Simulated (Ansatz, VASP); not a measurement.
**Two plane-wave programs on Al3S4I**

```xyz
8
Lattice="3.6147 0.0000 0.0000 0.0000 9.4105 0.0000 0.0000 0.0000 7.4016" Properties=species:S:1:pos:R:3 pbc="T T T"
Al    0.0000    7.8500    3.2034
Al    1.8073    4.7053    4.5640
Al    0.0000    1.5606    3.2034
S     0.0000    0.0000    1.6762
S     1.8073    6.4423    2.9750
S     0.0000    4.7053    5.8270
S     1.8073    2.9682    2.9750
I     1.8073    0.0000    5.1823
```

Change from the starting cell: species swapped into the Cd4Te3Se type (Pmm2, No. 25).

Alike in both runs: functional PBE; k mesh 8 × 4 × 4; occupations gaussian, width 0.02 eV; no spin polarisation.

Ansatz relaxed the structure, and its values are those at the end. VASP's run is a single point on that final structure, the one shown.

```csv
,VASP,Ansatz
version,VASP 6.6.1,Ansatz 0.2.0
potentials or method,"VASP PAW PBE potentials, release 64 (Al, S, I), cutoff 520 eV","scalar-relativistic, plane waves, PAW"
valence electrons in the cell,40,50
```

VASP gave:

| Item | Value |
| --- | --- |
| gap on the k mesh at the Fermi level (eV) | 0.64 |
| least direct gap on the mesh (eV) | 1.50 |
| pressure (GPa) | -0.1 |
| rms of the force components (eV/Å) | 0.009 |

**Question.** Estimate Ansatz's values.

**Answer.** gap on the k mesh at the Fermi level (eV): 0.64; least direct gap on the mesh (eV): 1.51; pressure (GPa): 0.0; rms of the force components (eV/Å): 0.002.

VASP's potentials hold 40 valence electrons a cell and Ansatz's 50, so a difference there can come from the potentials and not from the codes.

Spin-orbit coupling is off throughout.
